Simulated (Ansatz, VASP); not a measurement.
**One calculation of BN, two programs**

Contents of INCAR:

```
ALGO = Normal ; EDIFF = 1E-7
ENCUT = 520 ; ISIF = 2
ISMEAR = 0 ; LASPH = T
LCHARG = T ; LELF = T
LREAL = F ; LVHAR = T
LWAVE = F ; NBANDS = 16
NELM = 100 ; PREC = Accurate
SIGMA = 0.05
```

Contents of KPOINTS:

```
k-points
0
Gamma
  12 12 4
```

File POSCAR:

```
BN
1.0
    2.5039917043      0.0000000000      0.0000000000
   -1.2519958522      2.1685204268      0.0000000000
    0.0000000000      0.0000000000      6.6612000000
B N
2 2
Direct
    0.3466962579      0.6764490064      0.2500000000
    0.6533037421      0.3235509936      0.7500000000
    0.3199832552      0.6568937312      0.7500000000
    0.6800167448      0.3431062688      0.2500000000
```

Input for Ansatz:

```yaml
crystal:
  lattice:
    - [2.5039917043, 0.0, 0.0]
    - [-1.2519958522, 2.1685204268, 0.0]
    - [0.0, 0.0, 6.6612]
  atoms:
    - { symbol: B, position: [0.3466962579, 0.6764490064, 0.25] }
    - { symbol: B, position: [0.6533037421, 0.3235509936, 0.75] }
    - { symbol: "N", position: [0.3199832552, 0.6568937312, 0.75] }
    - { symbol: "N", position: [0.6800167448, 0.3431062688, 0.25] }
basis:
  ecutwfc: 420
kpoints:
  mp_grid: { grid: [12, 12, 4] }
hamiltonian:
  xc: lda
scf:
  occupations: { method: gaussian, width: 0.05 }
output:
  forces: true
  stress: true
  eigenvalues: true
```

Change from the starting cell: mode 4 (44.4 1/cm) frozen in, largest displacement +0.030 Å.

Alike in both runs: task single point; functional LDA; k mesh 12 × 12 × 4; occupations gaussian, width 0.05 eV; no spin polarisation.

|  | VASP | Ansatz |
| --- | --- | --- |
| version | VASP 6.6.1 | Ansatz 0.2.0 |
| potentials or method | VASP PAW LDA potentials, release 64 (B, N), cutoff 520 eV | scalar-relativistic, plane waves, PAW |
| valence electrons in the cell | 16 | 16 |

|  | VASP | Ansatz | Ansatz less VASP |
| --- | --- | --- | --- |
| gap on the k mesh at the Fermi level (eV) | 3.99 | 4.01 | +0.016 |
| least direct gap on the mesh (eV) | 4.41 | 4.42 | +0.014 |
| pressure (GPa) | -4.2 | -4.6 | -0.44 |
| traceless stress, the component that is largest in VASP (GPa) | 3.37 | 3.97 | +0.596 |

LDA's correlation is that of Perdew and Zunger in VASP and of Perdew and Wang (1992) in Ansatz.
